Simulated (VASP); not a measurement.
Runs of VASP 6.6.1 on RbBr. The structure is that of space group Fm-3m (No. 225), or close to it. The cells are those of the table. 

| cell | gap on the mesh (eV) | pressure (GPa) |
| --- | --- | --- |
| a = 4.861 Å, angles 60.0°, 2 atoms | 4.34 | 0.9 |
| a = 4.755 Å, angles 60.0°, 2 atoms | (b) | 2.1 |
| a = 4.808 Å, angles 60.0°, 2 atoms | 4.42 | 1.4 |
| a = 5.059 Å, angles 60.0°, 2 atoms | 4.06 | (a) |
| a = 5.122 Å, angles 60.0°, 2 atoms | 3.97 | -0.9 |

Alike in all rows: task single point; level PBE; potentials or basis VASP PAW PBE potentials, release 64 (Rb_sv, Br); no spin polarisation; k mesh 6 × 6 × 6; cutoff (eV) 520; smearing gaussian 0.02 eV.

Problem. Fill in the values left out.

Solution. (a) -0.6; (b) 4.51.

A k mesh can miss the band edges, and the runs leave out spin-orbit coupling on Br, Rb.
